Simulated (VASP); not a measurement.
# PbS (Galena) (Fm-3m) in VASP: single point with PBE

Aim: the single point of PbS (Galena) with PBE.

All numbers are computed with VASP 6.6.1; they aren't measurements. Logs are shortened: lines on timing, memory, paths and dates and some standing lists are left out, and cuts for length are marked.

## Step 1: The cell of the first run

The structure is cubic, space group Fm-3m (No. 225). Conventional cell: a = 5.600 Å, b = 5.600 Å, c = 5.600 Å, α = 90.00°, β = 90.00°, γ = 90.00°. Pb (site symmetry m-3m) has 6 S at 2.80 Å within 3.7 Å. Within 3.7 Å of S (site symmetry m-3m) lie 6 Pb at 2.80 Å.

## Step 2: Single point, PBE (strain -5.8%)

The input, INCAR:

```
PREC = Accurate
ENCUT = 520
EDIFF = 1E-7
ISMEAR = -1
SIGMA = 0.02
LREAL = F
LASPH = T
NELM = 80
ALGO = Normal
ISIF = 2
LWAVE = F
LCHARG = F
GGA = PE
NBANDS = 17
```

The input, KPOINTS:

```
regular mesh
0
Gamma
  8 8 8
```

The input, POSCAR:

```
PbS
1.0
    0.0000000000      2.7997606440      2.7997606440
    2.7997606440      0.0000000000      2.7997606440
    2.7997606440      2.7997606440      0.0000000000
Pb S
1 1
Direct
    0.0000000000      0.0000000000      0.0000000000
    0.5000000000      0.5000000000      0.5000000000
```

Potentials or basis: VASP PAW PBE potentials, release 64 (Pb_d, S).

Started as:

```
$ cat potpaw_PBE.64/Pb_d/POTCAR potpaw_PBE.64/S/POTCAR > POTCAR
$ mpirun -np 1 vasp_std > vasp.out
```

OUTCAR:

```text
PREC = Accurate
   ENCUT = 520
   EDIFF = 1E-7
   ISMEAR = -1
   LREAL = F
   LASPH = T
   NELM = 80
   ISIF = 2
   GGA = PE

 ion  position               nearest neighbor table
   1  0.000  0.000  0.000-   2 2.80   2 2.80   2 2.80   2 2.80   2 2.80   2 2.80
   2  0.500  0.500  0.500-   1 2.80   1 2.80   1 2.80   1 2.80   1 2.80   1 2.80

  LATTYP: Found a face centered cubic cell.
 ALAT       =     5.5995212880

  Lattice vectors:

 A1 = (   0.0000000000,   2.7997606440,   2.7997606440)
 A2 = (   2.7997606440,   0.0000000000,   2.7997606440)
 A3 = (   2.7997606440,   2.7997606440,   0.0000000000)

Analysis of symmetry for initial positions (statically):
=====================================================================
 Subroutine PRICEL returns:
 Original cell was already a primitive cell.

 Routine SETGRP: Setting up the symmetry group for a
 face centered cubic supercell.

 Subroutine GETGRP returns: Found 48 space group operations
 (whereof 48 operations were pure point group operations)
 out of a pool of 48 trial point group operations.

The static configuration has the point symmetry O_h .

Analysis of symmetry for dynamics (positions and initial velocities):
=====================================================================
 Subroutine PRICEL returns:
 Original cell was already a primitive cell.

 Routine SETGRP: Setting up the symmetry group for a
 face centered cubic supercell.

 Subroutine GETGRP returns: Found 48 space group operations
 (whereof 48 operations were pure point group operations)
 out of a pool of 48 trial point group operations.

The dynamic configuration has the point symmetry O_h .

 Subroutine INISYM returns: Found 48 space group operations
 (whereof 48 operations are pure point group operations),
 and found     1 'primitive' translations

----------------------------------------------------------------------------------------

                                     Primitive cell

  volume of cell :      43.8927

  direct lattice vectors                    reciprocal lattice vectors
     0.000000000  2.799760644  2.799760644    -0.178586695  0.178586695  0.178586695
     2.799760644  0.000000000  2.799760644     0.178586695 -0.178586695  0.178586695
     2.799760644  2.799760644  0.000000000     0.178586695  0.178586695 -0.178586695

  length of vectors
     3.959459474  3.959459474  3.959459474     0.309321229  0.309321229  0.309321229

  position of ions in fractional coordinates (direct lattice)
     0.000000000  0.000000000  0.000000000
     0.500000000  0.500000000  0.500000000

  ion indices of the primitive-cell ions
   primitive index   ion index
                 1           1
                 2           2

----------------------------------------------------------------------------------------

 KPOINTS: regular mesh

Automatic generation of k-mesh.
 Grid dimensions read from file:
 generate k-points for:    8    8    8

 Generating k-lattice:

  Cartesian coordinates                     Fractional coordinates (reciprocal lattice)
    -0.022323337  0.022323337  0.022323337     0.125000000  0.000000000  0.000000000
     0.022323337 -0.022323337  0.022323337     0.000000000  0.125000000  0.000000000
     0.022323337  0.022323337 -0.022323337     0.000000000  0.000000000  0.125000000

  Length of vectors
     0.038665154  0.038665154  0.038665154

  Shift w.r.t. Gamma in fractional coordinates (k-lattice)
     0.000000000  0.000000000  0.000000000

 Subroutine IBZKPT returns following result:
 ===========================================

 Found     29 irreducible k-points:

 Following reciprocal coordinates:
            Coordinates               Weight
  0.000000  0.000000  0.000000      1.000000
  0.125000  0.000000  0.000000      8.000000
  0.250000  0.000000  0.000000      8.000000
  0.375000  0.000000  0.000000      8.000000
  0.500000  0.000000  0.000000      4.000000
  0.125000  0.125000  0.000000      6.000000
[... 16 lines left out ...]
  0.500000  0.250000  0.125000     48.000000
 -0.375000  0.250000  0.125000     24.000000
 [... further k-points ...]
   k-points           NKPTS =     29   k-points in BZ     NKDIM =     29   number of bands    NBANDS=     17
   number of dos      NEDOS =    301   number of ions     NIONS =      2
   total plane-waves  NPLWV =  27000
   dimension x,y,z NGX =    30 NGY =   30 NGZ =   30
   dimension x,y,z NGXF=    60 NGYF=   60 NGZF=   60
   ions per type =               1   1
   NGX,Y,Z   is equivalent  to a cutoff of  12.60, 12.60, 12.60 a.u.
   NGXF,Y,Z  is equivalent  to a cutoff of  25.19, 25.19, 25.19 a.u.
 SYSTEM =  unknown system
   PREC   = accura    normal or accurate (medium, high low for compatibility)
   ISTART =      0    job   : 0-new  1-cont  2-samecut
   ICHARG =      2    charge: 1-file 2-atom 10-const
   ISPIN  =      1    spin polarized calculation?
   LNONCOLLINEAR =      F non collinear calculations
   LSORBIT =      F    spin-orbit coupling
   LASPH  =      T    aspherical Exc in radial PAW
   ENCUT  =  520.0 eV  38.22 Ry    6.18 a.u.   7.36  7.36  7.36*2*pi/ulx,y,z
   NELM   =     80;   NELMIN=  2; NELMDL= -5     # of ELM steps
   EDIFF  = 0.1E-06   stopping-criterion for ELM
   LREAL  =      F    real-space projection
   EDIFFG = 0.1E-05   stopping-criterion for IOM
   NSW    =      0    number of steps for IOM
   IBRION =     -1    ionic relax: 0-MD 1-quasi-New 2-CG
   NFREE  =      0    steps in history (QN), initial steepest desc. (CG)
   ISIF   =      2    stress and relaxation
   ISYM   =      2    0-nonsym 1-usesym 2-fastsym
   POTIM  = 0.5000    time-step for ionic-motion
   TEBEG  =    0.0;   TEEND  =   0.0 temperature during run
   PSTRESS=    0.0 pullay stress
   NELECT =      20.0000    total number of electrons
   NUPDOWN=      -1.0000    fix difference up-down
   EMIN   =  10.00;   EMAX   =-10.00  energy-range for DOS
   EFERMI =   0.00;   METHOD = LEGACY
   ISMEAR =    -1;   SIGMA  =   0.02  broadening in eV -4-tet -1-fermi 0-gaus
   EFERMI_NEDOS =   21; number of points for ismear=-14 and -15
   IALGO  =     38    algorithm
   IMIX   =      4    mixing-type and parameters
     AMIX     =   0.40;   BMIX     =  1.00
     AMIX_MAG =   1.60;   BMIX_MAG =  1.00
  volume/ion in A,a.u.               =      21.95       148.10
  Fermi-wavevector in a.u.,A,eV,Ry     =   1.259758  2.380598 21.592326  1.586991
  Thomas-Fermi vector in A             =   2.393302
   LORBIT       =      0    0 simple, 1 ext, 2 COOP (PROOUT), +10 PAW based schemes
   GGA     = PE    functional components
   LHFCALC =     F    Hartree Fock is set to
   AEXX    =    0.0000 exact exchange contribution
   IVDW    =     0    specifies the selected vdW correction
   LEPSILON=     F    determine dielectric tensor
   LRPA    =     F    only Hartree local field effects (RPA)
 non-spin polarized calculation
  energy-cutoff  :      520.00
  volume of cell :       43.89
 maximum number of plane-waves:      1243
 NGX is ok and might be reduce to    30
   NGX = 15   NGY = 15   NGZ = 15

 number of electron      20.0000001 magnetization

 Free energy of the ion-electron system (eV)
  ---------------------------------------------------
  ext. energy  EPLUGINS =         0.00000000
  ---------------------------------------------------
  free energy    TOTEN  =        -8.30565240 eV

  energy without entropy =       -8.30565229  energy(sigma->0) =       -8.30565235

 E-fermi :   8.3818     XC(G=0): -10.5268

 val. band max:        8.1579522555   @ k =   0.5000   0.0000   0.0000
 cond. band min:       8.6057409712   @ k =   0.5000   0.0000   0.0000
 fundamental gap:      0.4477887157
 Fermi energy:         8.3818435504

 k-point     1 :       0.0000    0.0000    0.0000
  band No.  band energies     occupation
      1      -8.9171      2.00000
      2      -8.9171      2.00000
      3      -8.9171      2.00000
      4      -8.9075      2.00000
      5      -8.9075      2.00000
      6      -7.0406      2.00000
[... 9 lines left out ...]
     16      14.5352      0.00000
     17      16.3443      0.00000

 k-point     2 :       0.1250    0.0000    0.0000
  band No.  band energies     occupation
      1      -8.9197      2.00000
      2      -8.9197      2.00000
      3      -8.9169      2.00000
      4      -8.9019      2.00000
      5      -8.9019      2.00000
      6      -6.8684      2.00000
[... 9 lines left out ...]
     16      15.0109      0.00000
     17      17.8406      0.00000

 k-point     3 :       0.2500    0.0000    0.0000
  band No.  band energies     occupation
      1      -8.9424      2.00000
      2      -8.9424      2.00000
      3      -8.9179      2.00000
      4      -8.8716      2.00000
      5      -8.8716      2.00000
      6      -6.3797      2.00000
[... 9 lines left out ...]
     16      15.9018      0.00000
     17      20.4886      0.00000

 k-point     4 :       0.3750    0.0000    0.0000
  band No.  band energies     occupation
      1      -8.9655      2.00000
      2      -8.9655      2.00000
      3      -8.9204      2.00000
      4      -8.8405      2.00000
      5      -8.8405      2.00000
      6      -5.7122      2.00000
[... 9 lines left out ...]
     16      17.1675      0.00000
     17      20.8561      0.00000
[... 343 lines left out ...]
      1      -9.0279      2.00000
      2      -8.9269      2.00000
      3      -8.9178      2.00000
      4      -8.8620      2.00000
      5      -8.8522      2.00000
      6      -5.9013      2.00000
[... 9 lines left out ...]
     16      18.1808      0.00000
     17      18.7208      0.00000

 k-point    23 :       0.5000    0.2500    0.1250
  band No.  band energies     occupation
      1      -9.0646      2.00000
      2      -8.9345      2.00000
      3      -8.9111      2.00000
      4      -8.8575      2.00000
      5      -8.8333      2.00000
      6      -5.2589      2.00000
[... 9 lines left out ...]
     16      18.6777      0.00000
     17      19.9424      0.00000

 k-point    24 :      -0.3750    0.2500    0.1250
  band No.  band energies     occupation
      1      -9.0774      2.00000
      2      -8.9428      2.00000
      3      -8.8963      2.00000
      4      -8.8661      2.00000
      5      -8.8230      2.00000
      6      -4.9074      2.00000
[... 9 lines left out ...]
     16      19.1886      0.00000
     17      19.6874      0.00000

 [... further k-points ...]
[... 5 lines left out ...]
  --------------------------------------------------------------------------------------
  -------------------------------------------------------------------------------------
  Total        4.6999937      4.6999937      4.6999937     -0.0000000      0.0000000     -0.0000000
  in kB      171.5596487    171.5596487    171.5596487     -0.0000000      0.0000000     -0.0000000
  external PRESSURE =     171.5596487 kB  Pullay stress =       0.0000000 kB

 VOLUME and BASIS-vectors are now :
 -----------------------------------------------------------------------------
  energy-cutoff  :      520.00
  volume of cell :       43.89
      direct lattice vectors                 reciprocal lattice vectors
     0.000000000  2.799760644  2.799760644    -0.178586695  0.178586695  0.178586695
     2.799760644  0.000000000  2.799760644     0.178586695 -0.178586695  0.178586695
     2.799760644  2.799760644  0.000000000     0.178586695  0.178586695 -0.178586695

 POSITION                                       TOTAL-FORCE (eV/Angst)
 -----------------------------------------------------------------------------------
      0.00000      0.00000      0.00000         0.000000      0.000000      0.000000
      2.79976      2.79976      2.79976         0.000000      0.000000     -0.000000
 -----------------------------------------------------------------------------------
    total drift:                               -0.000000      0.000000      0.000000

  FREE ENERGIE OF THE ION-ELECTRON SYSTEM (eV)
  ---------------------------------------------------
  free  energy   TOTEN  =        -8.3056523990 eV

  energy  without entropy=       -8.3056522942  energy(sigma->0) =       -8.30565235
```

Run time: 11 s. Hardware: 1 thread of Intel Xeon 6975P-C (Granite Rapids), shared host; peak memory 0.17 GiB.

Results:

```yaml
Free_energy: -8.3057 eV
Pressure: 17.2 GPa
Band_gap_on_the_k_mesh: 0.45 eV, direct
```

Levels at points of the mesh, in eV from the valence-band top:
| k point | band 6 | band 7 | band 8 | band 9 | band 10 | band 11 | band 12 | band 13 | band 14 | band 15 |
| --- | --- | --- | --- | --- | --- | --- | --- | --- | --- | --- |
| (0.00, 0.00, 0.00) | -15.20 | -5.52 | -2.97 | -2.97 | -2.97 | 5.89 | 5.89 | 5.89 | 6.38 | 6.38 |
| (0.50, 0.00, 0.00) | -13.48 | -9.90 | -2.40 | -2.40 | 0.00 | 0.45 | 1.64 | 1.64 | 9.00 | 9.90 |
| (0.50, 0.50, 0.00) | -12.63 | -7.37 | -6.68 | -4.54 | -4.54 | 3.18 | 6.32 | 6.52 | 6.52 | 11.45 |

Caveat: the cell differs from its parent crystal (strain -5.8%); spin-orbit coupling is left out, which moves the levels of the heavy elements.
